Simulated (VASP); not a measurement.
Write the native input for VASP 6.6.1 that does the following.

| Quantity | Value |
| --- | --- |
| Task | single point |
| Functional | r2SCAN |
| Potentials or basis | VASP PAW PBE potentials, release 64 (Cs_sv, C) |
| Cutoff | 520 eV |
| k mesh | 4 × 2 × 2 |
| Occupations | gaussian, width 0.1 eV |
| Spin | collinear spin |
| Starting moments | [0.13, 0.13, 0.13, 0.13, 2.75, 2.75, 2.75, 2.75] μB |
| Dipole correction | no |
| Further INCAR settings | ALGO = Normal; EDIFF = 1e-07; NBANDS = 40 |

The system is CsC.

```
Cs C
1.0
     4.02706    0.00000    0.00000
     0.00000    8.05412    0.00000
     0.00000    0.00000    8.05412
Cs C
4 4
Direct
  0.00000 0.00000 0.00000
  0.00000 0.00000 0.50000
  0.00000 0.50000 0.00000
  0.00000 0.50000 0.50000
  0.50000 0.25000 0.25000
  0.50000 0.25000 0.75000
  0.50000 0.75000 0.25000
  0.50000 0.75000 0.75000
```

One way to write it, as run:

POSCAR

```
CsC
1.0
    4.0270578872      0.0000000000      0.0000000000
    0.0000000000      8.0541157744      0.0000000000
    0.0000000000      0.0000000000      8.0541157744
Cs C
4 4
Direct
    0.0000000000      0.0000000000      0.0000000000
    0.0000000000      0.0000000000      0.5000000000
    0.0000000000      0.5000000000      0.0000000000
    0.0000000000      0.5000000000      0.5000000000
    0.5000000000      0.2500000000      0.2500000000
    0.5000000000      0.2500000000      0.7500000000
    0.5000000000      0.7500000000      0.2500000000
    0.5000000000      0.7500000000      0.7500000000
```

INCAR.step1

```
PREC     = Accurate       # precision mode
ENCUT    = 520            # plane-wave cutoff, eV
ISMEAR   = 0              # smearing method
SIGMA    = 0.1            # smearing width, eV
LREAL    = F              # projectors in reciprocal space
LASPH    = T              # aspherical terms in the spheres
NELM     = 150            # most SCF steps
ISPIN    = 2              # spin polarisation
MAGMOM   = 0.13 0.13 0.13 0.13 2.75 2.75 2.75 2.75 # initial moments
NBANDS   = 40             # bands
GGA      = PE             # functional
ALGO     = Normal         # electronic algorithm
EDIFF    = 1E-4           # SCF threshold, eV
LWAVE    = T              # write WAVECAR
LCHARG   = F              # write CHGCAR
```

INCAR.step2

```
PREC     = Accurate       # precision mode
ENCUT    = 520            # plane-wave cutoff, eV
EDIFF    = 1E-7           # SCF threshold, eV
ISMEAR   = 0              # smearing method
SIGMA    = 0.1            # smearing width, eV
LREAL    = F              # projectors in reciprocal space
LASPH    = T              # aspherical terms in the spheres
NELM     = 150            # most SCF steps
ALGO     = Normal         # electronic algorithm
ISIF     = 2              # what is computed and relaxed
LWAVE    = F              # write WAVECAR
LCHARG   = T              # write CHGCAR
ISPIN    = 2              # spin polarisation
MAGMOM   = 0.13 0.13 0.13 0.13 2.75 2.75 2.75 2.75 # initial moments
LORBIT   = 11             # projections on sites
METAGGA  = R2SCAN         # meta-GGA
LMIXTAU  = T            
LELF     = T              # ELF
LVHAR    = T            
NBANDS   = 40             # bands
ISTART   = 1
```

KPOINTS

```
Automatic mesh
0
Gamma
  4 2 2
```

Potentials or basis: VASP PAW PBE potentials, release 64 (Cs_sv, C).

Run with:

```bash
$ cat potpaw_PBE.64/Cs_sv/POTCAR potpaw_PBE.64/C/POTCAR > POTCAR
$ cp INCAR.step1 INCAR
$ mpirun -np 1 vasp_std > vasp.out
$ cp INCAR.step2 INCAR
$ mpirun -np 1 vasp_std > vasp.out
```

It gave:

* Pressure: 0.1 GPa
* Band gap on the k mesh: 1.28 eV
* Net moment: 12.00 μB per cell
* Site moments: Cs +0.09; C +1.23 μB
* Valence electrons inside the program's atomic spheres: Cs 6.59; C 2.12

Caveat: the PAW data sets were made with another functional, which shifts forces and pressure a little; spin-orbit coupling is left out, which moves the levels of the heavy elements.

It took 6 min on 1 thread of Intel(R) Xeon(R) 6975P-C (Granite Rapids), on a shared host, peak memory 0.51 GiB.
